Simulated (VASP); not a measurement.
Runs of VASP 6.6.1 on KI. The structure is cubic, space group Pm-3m (No. 221). The conventional cell has a = 4.291 Å, b = 4.291 Å, c = 4.291 Å, α = 90.00°, β = 90.00°, γ = 90.00°. Within 4.9 Å of K (site symmetry m-3m) lie 8 I at 3.72 Å and 6 K at 4.29 Å. Within 4.9 Å of I (site symmetry m-3m) lie 8 K at 3.72 Å and 6 I at 4.29 Å. 

| level | k mesh | cutoff (eV) | grid for exact exchange (PRECFOCK) | share of exact exchange | screening parameter | gap on the mesh (eV) | pressure (GPa) |
| --- | --- | --- | --- | --- | --- | --- | --- |
| HSE06 | 4 × 4 × 4 | 520 | Normal | 0.25 | 0.2079 1/Å | (c) | 0.3 |
| PBE0 | 4 × 4 × 4 | 520 | Normal | 0.25 | - | 5.00 | (a) |
| PBE | 4 × 4 × 4 | 500 | - | - | - | 3.33 | (b) |
| r2SCAN | 4 × 4 × 4 | 520 | - | - | - | 4.04 | 0.1 |
| r2SCAN | 6 × 6 × 6 | 550 | - | - | - | 4.04 | 0.0 |

Alike in all rows: task single point; potentials or basis VASP PAW PBE potentials, release 64 (K_sv, I); no spin polarisation; cell as given; smearing gaussian 0.01 eV.

Estimate the missing entries.

(a) 0.2; (b) 0.6; (c) 4.30.

Caveats: spin-orbit coupling is left out, which moves the levels of the heavy elements; the PAW data sets were made with another functional, which shifts forces and pressure a little (at least some runs).

A k mesh can miss the band edges, and the runs leave out spin-orbit coupling on I.
